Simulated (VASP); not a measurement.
# LiPS3 (Cmcm) in VASP: a series of runs, part 2 of 2

VASP 6.6.1. Earlier steps stand in the parts before.

## (4) Single point, PBE

This run uses another cell than the first one, of 20.53 Å³/atom.

Input file INCAR:

```
  ALGO = Normal
  EDIFF = 1E-6
  ENCUT = 520
  GGA = PE
  ISIF = 2
  ISMEAR = 0
  LASPH = T
  LCHARG = F
  LREAL = F
  LWAVE = F
  NBANDS = 37
  NELM = 100
  PREC = Accurate
  SIGMA = 0.1
```

Input file KPOINTS:

```
k-points
0
Gamma
  6 6 2
```

Input file POSCAR:

```
LiPS3
1.0
    1.8733732452     -6.0310033217      0.0000000000
    1.8733732452      6.0310033217      0.0000000000
    0.0000000000      0.0000000000      9.0847000637
Li P S
2 2 6
Direct
    0.2534900000      0.7465100000      0.7500000000
    0.7465100000      0.2534900000      0.2500000000
    0.0000000000      0.0000000000      0.5000000000
    0.0000000000      0.0000000000      0.0000000000
    0.6415000000      0.3585000000      0.5611000000
    0.3585000000      0.6415000000      0.0611000000
    0.3585000000      0.6415000000      0.4389000000
    0.6415000000      0.3585000000      0.9389000000
    0.9165000000      0.0835000000      0.7500000000
    0.0835000000      0.9165000000      0.2500000000
```

Potentials or basis: VASP PAW PBE potentials, release 64 (Li_sv, P, S).

On the command line:

```sh
cat potpaw_PBE.64/Li_sv/POTCAR potpaw_PBE.64/P/POTCAR potpaw_PBE.64/S/POTCAR > POTCAR
mpirun -np 1 vasp_std > vasp.out
```

OUTCAR:

```text
EDIFF = 1E-6
   ENCUT = 520
   GGA = PE
   ISIF = 2
   ISMEAR = 0
   LASPH = T
   LREAL = F
   NELM = 100
   PREC = Accurate

 ion  position               nearest neighbor table
   1  0.253  0.747  0.750-
   2  0.747  0.253  0.250-
   3  0.000  0.000  0.500-   9 2.48  10 2.48   5 2.59   7 2.59   5 2.59   7 2.59
   4  0.000  0.000  0.000-   9 2.48  10 2.48   8 2.59   6 2.59   8 2.59   6 2.59
   5  0.642  0.358  0.561-   3 2.59   3 2.59
   6  0.358  0.642  0.061-   4 2.59   4 2.59
   7  0.358  0.642  0.439-   3 2.59   3 2.59
   8  0.642  0.358  0.939-   4 2.59   4 2.59
   9  0.916  0.084  0.750-   3 2.48   4 2.48
  10  0.084  0.916  0.250-   3 2.48   4 2.48

  LATTYP: Found a base centered orthorhombic cell.
 ALAT       =     3.7467464904
 B/A-ratio  =     3.2193282023
 C/A-ratio  =     2.4246903512

  Lattice vectors:

 A1 = (   1.8733732452,  -6.0310033217,   0.0000000000)
 A2 = (   1.8733732452,   6.0310033217,   0.0000000000)
 A3 = (   0.0000000000,   0.0000000000,   9.0847000637)

[... 198 lines left out ...]

 k-point     1 :       0.0000    0.0000    0.0000
  band No.  band energies     occupation
      1     -42.4971      2.00000
      2     -42.4970      2.00000
      3     -10.8116      2.00000
      4     -10.0989      2.00000
      5      -9.0351      2.00000
      6      -8.6217      2.00000
[... 949 lines left out ...]
     36       9.2115      0.00000
     37       9.8031      0.00000

 [... further k-points ...]

------------------------ aborting loop because EDIFF is reached ----------------------------------------

  FORCE on cell =-STRESS in cart. coord.  units (eV):
  Direction    XX          YY          ZZ          XY          YZ          ZX
  --------------------------------------------------------------------------------------
  -------------------------------------------------------------------------------------
  Total      -16.2626562    -11.3581397    -13.3886350      0.0000000      0.0000000      0.0000000
  in kB     -126.9251230    -88.6468520   -104.4942553      0.0000000      0.0000000      0.0000000
  external PRESSURE =    -106.6887434 kB  Pullay stress =       0.0000000 kB

 VOLUME and BASIS-vectors are now :
 -----------------------------------------------------------------------------
  energy-cutoff  :      520.00
  volume of cell :      205.28
      direct lattice vectors                 reciprocal lattice vectors
     1.873373245 -6.031003322  0.000000000     0.266898228 -0.082904945  0.000000000
     1.873373245  6.031003322  0.000000000     0.266898228  0.082904945  0.000000000
     0.000000000  0.000000000  9.084700064     0.000000000  0.000000000  0.110075181

 POSITION                                       TOTAL-FORCE (eV/Angst)
 -----------------------------------------------------------------------------------
      1.87337      2.97341      6.81353         0.000000     -0.260741     -0.000000
      1.87337     -2.97341      2.27118         0.000000      0.260741      0.000000
      0.00000      0.00000      4.54235         0.000000      0.000000     -0.000000
      0.00000      0.00000      0.00000         0.000000      0.000000     -0.000000
      1.87337     -1.70677      5.09743         0.000000      1.015318     -0.425500
      1.87337      1.70677      0.55508         0.000000     -1.015318     -0.425500
      1.87337      1.70677      3.98727         0.000000     -1.015318      0.425500
      1.87337     -1.70677      8.52962         0.000000      1.015318      0.425500
      1.87337     -5.02383      6.81353         0.000000     -0.483041      0.000000
      1.87337      5.02383      2.27118         0.000000      0.483041      0.000000
 -----------------------------------------------------------------------------------
    total drift:                               -0.000000     -0.000000     -0.000000

  FREE ENERGIE OF THE ION-ELECTRON SYSTEM (eV)
  ---------------------------------------------------
  free  energy   TOTEN  =       -39.0789541891 eV

  energy  without entropy=      -39.0351010964  energy(sigma->0) =      -39.05702764
```

Run time: 6.8 min. Hardware: 1 thread of Intel Xeon 8259CL, shared host; peak memory 0.46 GiB.

Results:

| Quantity | Value |
| --- | --- |
| Free energy | -39.0790 eV |
| Largest force | 1.101 eV/Å |
| Band gap on the k mesh | zero (bands 26 and 27 overlap by 0.41 eV) |

Forces in eV/Å, atoms in the order of the input:
```
Li   0.000 -0.261  0.000
Li   0.000  0.261  0.000
P    0.000  0.000  0.000
P    0.000  0.000  0.000
S    0.000  1.015 -0.425
S    0.000 -1.015 -0.425
S    0.000 -1.015  0.425
S    0.000  1.015  0.425
S    0.000 -0.483  0.000
S    0.000  0.483  0.000
```

Caveat: the cutoff is under 1.25 times the usual one of these potentials, so pressure, stress and relaxed cells hold a basis-set (Pulay) error; semilocal functionals underestimate gaps, and a narrow one can read as zero; forces of over 1 eV/Å act on the atoms, so gaps and moduli don't describe the material at rest.

## (5) Overview

```tsv
cell	k mesh	gap on the mesh (eV)	largest force (eV/Å)
a = 6.209, b = 6.209, c = 8.784 Å, angles 90.0, 90.0, 150.5°, 10 atoms, atomic positions A	12 × 12 × 4	none	0.04
a = 6.218, b = 6.218, c = 8.842 Å, angles 90.0, 90.0, 150.6°, 10 atoms, atomic positions B	6 × 6 × 2	none	0.04
a = 6.315, b = 6.315, c = 9.085 Å, angles 90.0, 90.0, 145.5°, 10 atoms, atomic positions C	6 × 6 × 2	none	1.10
```

Alike in all rows: task single point; level PBE; potentials or basis VASP PAW PBE potentials, release 64 (Li_sv, P, S); no spin polarisation; cutoff (eV) 520; smearing gaussian 0.1 eV.

Caveats: the cutoff is under 1.25 times the usual one of these potentials, so pressure, stress and relaxed cells hold a basis-set (Pulay) error; semilocal functionals underestimate gaps, and a narrow one can read as zero (at least some runs); forces of over 1 eV/Å act on the atoms, so gaps and moduli don't describe the material at rest (at least some runs).

Total energies depend on the potentials used, so only differences within one code and one set of settings carry meaning.
